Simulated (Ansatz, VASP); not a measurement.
# BPd4 in VASP and in Ansatz

```
Pd B
1.0
     2.89203    0.00000    0.00000
     0.00000    4.36501    0.00000
     0.00000    0.00000    5.85632
Pd B
4 1
Direct
  0.50000 0.00000 0.19758
  0.00000 0.00000 0.61947
  0.00000 0.50000 0.32916
  0.50000 0.50000 0.86756
  0.50000 0.00000 0.86323
```

Alike in both runs: functional BLYP; k mesh 9 × 6 × 5; occupations fermi-dirac, width 0.05 eV; no spin polarisation.

|  | VASP | Ansatz |
| --- | --- | --- |
| version | VASP 6.6.1 | Ansatz 0.2.0 |
| potentials or method | VASP PAW PBE potentials, release 64 (Pd_sv_GW, B) | Ansatz PAW |
| plane-wave cutoff (eV) | 540 | 420 |
| valence electrons in the cell | 75 | 75 |
| task | single point | projected density of states |

```csv
,VASP,Ansatz,Ansatz less VASP
gap on the k mesh at the Fermi level (eV),none,none,-
rms of the force components (eV/Å),0.088,0.091,+0.0030
```

VASP's potentials were made for PBE, not for BLYP. Atom by atom the forces differ by 0.006 eV/Å (rms over components). A gap of «none» marks a metal or a gap that the smearing closes.
